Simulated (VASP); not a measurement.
**Zn8O6F (a cell with a defect): single point with PBE+D3(BJ)**

Zn8O6F (a cell with a defect):

```xyz
15
Lattice="-3.2494 -5.6281 0.0000 4.8741 -2.8141 0.0000 0.0000 0.0000 5.2054" Properties=species:S:1:pos:R:3 pbc="T T T"
Zn   -0.0139   -3.9181    0.0233
Zn    1.6705   -4.7105    2.5766
Zn    3.1213   -3.6516    0.0373
Zn    0.2155   -1.7592    2.3476
Zn    1.7467   -0.8727    0.3855
Zn    3.0990   -1.8014    2.5760
Zn    1.6181   -6.6048   -0.0139
Zn   -1.6540   -4.7609    2.5904
O    -0.0092   -3.7249    1.9935
O     1.6422   -4.7114    4.5694
O     3.3261   -3.7303    1.9967
O     3.1566   -1.8213    4.5648
O     1.5841   -6.6112    1.9887
O    -1.6487   -4.7921    4.5811
F     0.0174   -1.8729    4.5346
```

```json
{
 "Program": "VASP 6.6.1",
 "Task": "single point",
 "Functional": "PBE",
 "Dispersion": "D3(BJ)",
 "Potentials or basis": "VASP PAW PBE potentials, release 64 (Zn, O, F)",
 "Cutoff": "520 eV",
 "k mesh": "2 × 3 × 3",
 "Occupations": "fermi-dirac, width 0.05 eV",
 "Spin": "no spin polarisation"
}
```

| Item | Value |
| --- | --- |
| Largest force | 0.052 eV/Å |
| Dispersion energy per atom | -0.222 eV |

Forces in eV/Å, atoms in the order of the input:
```
Zn  -0.007  0.027 -0.011
Zn  -0.001 -0.002 -0.002
Zn   0.021 -0.015 -0.014
Zn   0.044  0.011  0.019
Zn  -0.017 -0.006  0.045
Zn  -0.042  0.021 -0.021
Zn  -0.003  0.002 -0.001
Zn   0.007 -0.033 -0.015
O    0.008  0.002  0.016
O    0.004 -0.012 -0.009
O    0.007  0.009  0.009
O   -0.003  0.012 -0.003
O   -0.011 -0.006 -0.009
O   -0.017 -0.006 -0.004
F    0.010 -0.003  0.001
```

Levels at points of the mesh, in eV from the Fermi level:
| k point | band 67 | band 68 | band 69 | band 70 | band 71 | band 72 |
| --- | --- | --- | --- | --- | --- | --- |
| (0.00, 0.00, 0.00) | -1.41 | -1.25 | -1.09 | 1.84 | 2.89 | 3.40 |
| (0.50, 0.00, 0.00) | -1.35 | -1.33 | -0.79 | 0.71 | 3.55 | 3.82 |

It took 2.7 min on 1 thread of Intel(R) Xeon(R) 6975P-C (Granite Rapids), with other jobs on the host, peak memory 0.32 GiB.

Caveat: the k points lie up to 0.48 Å⁻¹ apart; the cell carries a net charge on a neutralising background, which shifts energy and pressure; the cell is charged against a uniform background, so pressure and absolute levels hang on convention.
